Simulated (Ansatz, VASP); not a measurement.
YbH3 in VASP and in Ansatz

Contents of INCAR:

```
PREC = Accurate
ENCUT = 520
EDIFF = 1E-7
ISMEAR = -1
SIGMA = 0.05
LREAL = F
LASPH = T
NELM = 150
ALGO = Normal
ISIF = 2
LWAVE = F
LCHARG = F
ISPIN = 2
MAGMOM = 0.2 0 0 0
LORBIT = 11
NUPDOWN = 0.2
LMAXMIX = 6
GGA = PE
NBANDS = 26
```

Contents of KPOINTS:

```
regular mesh
0
Gamma
  7 7 7
```

File POSCAR:

```
YbH3
1.0
    0.0000000000      2.6049710000      2.6049710000
    2.6049710000      0.0000000000      2.6049710000
    2.6049710000      2.6049710000      0.0000000000
Yb H
1 3
Direct
    0.0000000000      0.0000000000      0.0000000000
    0.5000000000      0.5000000000      0.5000000000
    0.2500000000      0.2500000000      0.2500000000
    0.7500000000      0.7500000000      0.7500000000
```

Contents of input.yaml:

```yaml
crystal:
  lattice:
    - [0.0, 2.604971, 2.604971]
    - [2.604971, 0.0, 2.604971]
    - [2.604971, 2.604971, 0.0]
  atoms:
    - { symbol: Yb, position: [0.0, 0.0, 0.0], spin: 0.2 }
    - { symbol: H, position: [0.5, 0.5, 0.5] }
    - { symbol: H, position: [0.25, 0.25, 0.25] }
    - { symbol: H, position: [0.75, 0.75, 0.75] }
hamiltonian:
  xc: pbe
  pseudopotentials: { kind: paw }
magnetization:
  spin_polarized: true
  initial_magnetization: 0.2
  spin_locking: { lock_magnetization: hard }
kpoints:
  mp_grid: { grid: [7, 7, 7] }
scf:
  occupations: { method: fermi_dirac, width: 0.05 }
  lower_state_search: "off"
output:
  forces: true
  stress: true
  eigenvalues: true
```

Alike in both runs: task single point; functional PBE; k mesh 7 × 7 × 7; occupations fermi-dirac, width 0.05 eV; collinear spin; fixed moment 0.2 μB.

|  | VASP | Ansatz |
| --- | --- | --- |
| version | VASP 6.6.1 | Ansatz 0.2.0 |
| potentials or method | VASP PAW PBE potentials, release 64 (Yb, H) | Ansatz PAW |
| plane-wave cutoff (eV) | 520 | 420 |
| valence electrons in the cell | 27 | 27 |

|  | VASP | Ansatz | Ansatz less VASP |
| --- | --- | --- | --- |
| pressure (GPa) | -5.4 | -5.4 | +0.07 |
| net moment per atom (μB) | 0.05 | 0.05 | 0.000 |

The functional is the same, so the differences come from potentials, cutoffs and numerics.

Neither program's run includes spin-orbit coupling.
